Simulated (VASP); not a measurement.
Write the native input for VASP 6.6.1 that does the following.

* Task: single point
* Functional: PBE
* Potentials or basis: VASP PAW PBE potentials, release 64 (Sb)
* Cutoff: 520 eV
* k mesh: 2 × 4 × 4
* Occupations: gaussian, width 0.1 eV
* Spin: no spin polarisation
* Dipole correction: no
* Further INCAR settings: ALGO = Normal; EDIFF = 1e-06; NBANDS = 30

The structure of Sb lies in POSCAR:

```
Sb
1.0
   12.9474404186      0.0000000000      0.0000000000
    0.0000000000      4.3654883268      0.0000000000
    0.0000000000      0.0000000000      4.5833643873
Sb
8
Direct
    0.8637808471      0.0000000000      0.0818174771
    0.1113260098      0.5000000000      0.4895804937
    0.3637808471      0.0000000000      0.9181825229
    0.6113260098      0.5000000000      0.5104195063
    0.8886739902      0.5000000000      0.5104195063
    0.1362191529      0.0000000000      0.9181825229
    0.3886739902      0.5000000000      0.4895804937
    0.6362191529      0.0000000000      0.0818174771
```

One way to write it, as run:

INCAR

```
SYSTEM = Sb
ALGO     = Normal         ! electronic algorithm
EDIFF    = 1E-6           ! SCF threshold, eV
ENCUT    = 520            ! plane-wave cutoff, eV
GGA      = PE             ! functional
ISIF     = 2              ! what is computed and relaxed
ISMEAR   = 0              ! smearing method
LASPH    = .TRUE.         ! aspherical terms in the spheres
LCHARG   = .TRUE.         ! write CHGCAR
LELF     = .TRUE.         ! ELF
LREAL    = .FALSE.        ! projectors in reciprocal space
LVHAR    = .TRUE.       
LWAVE    = .FALSE.        ! write WAVECAR
NBANDS   = 30             ! bands
NELM     = 80             ! most SCF steps
PREC     = Accurate       ! precision mode
SIGMA    = 0.1            ! smearing width, eV
```

KPOINTS

```
k-points
0
G
  2 4 4
  0 0 0
```

Potentials or basis: VASP PAW PBE potentials, release 64 (Sb).

Launch:

```sh
$ cat potpaw_PBE.64/Sb/POTCAR > POTCAR
$ mpirun -np 1 vasp_std > vasp.out
```

Results of the run:

```json
{
  "Pressure": "0.1 GPa",
  "Largest force": "0.066 eV/Å"
}
```

Run time: 98 s on 1 thread of Intel(R) Xeon(R) Platinum 8488C (Sapphire Rapids), with other jobs on the host, peak memory 0.37 GiB.
